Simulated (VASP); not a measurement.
Ni:

```
CELL_PARAMETERS angstrom
0.00000 1.76194 1.76194
1.76194 0.00000 1.76194
1.76194 1.76194 0.00000
ATOMIC_POSITIONS crystal
Ni 0.00000 0.00000 0.00000
```

* Program: VASP 6.6.1
* Task: relaxation of cell and atoms
* Functional: r2SCAN
* Potentials or basis: VASP PAW PBE potentials, release 64 (Ni)
* Cutoff: 600 eV
* k mesh: 16 × 16 × 16
* Occupations: gaussian, width 0.05 eV
* Spin: collinear spin, ferromagnetic start
* Starting moments: [0.7] μB

At the start: pressure -7.2 GPa; volume 10.94 Å³/atom.

Q: Where does the relaxation end?

A: Over 3 steps the energy falls by 9.6 meV/atom and the volume is 10.54 Å³/atom (-3.6 %); space group Fm-3m (No. 225, to 0.05 Å); moment 0.75 μB per cell.

The path:
| step | energy change (eV) | largest force (eV/Å) | pressure (GPa) | volume (Å³) |
| --- | --- | --- | --- | --- |
| 1 | 0.0000 | 0.0000 | -7.21 | 10.94 |
| 2 | -0.0007 | 0.0000 | 8.02 | 10.18 |
| 3 | -0.0096 | 0.0000 | -0.15 | 10.54 |

Final structure:
```
CELL_PARAMETERS angstrom
0.00000 1.74024 1.74024
1.74024 0.00000 1.74024
1.74024 1.74024 0.00000
ATOMIC_POSITIONS crystal
Ni 0.00000 0.00000 0.00000
```

Caveat: the PAW data sets were made with another functional, which shifts forces and pressure a little.
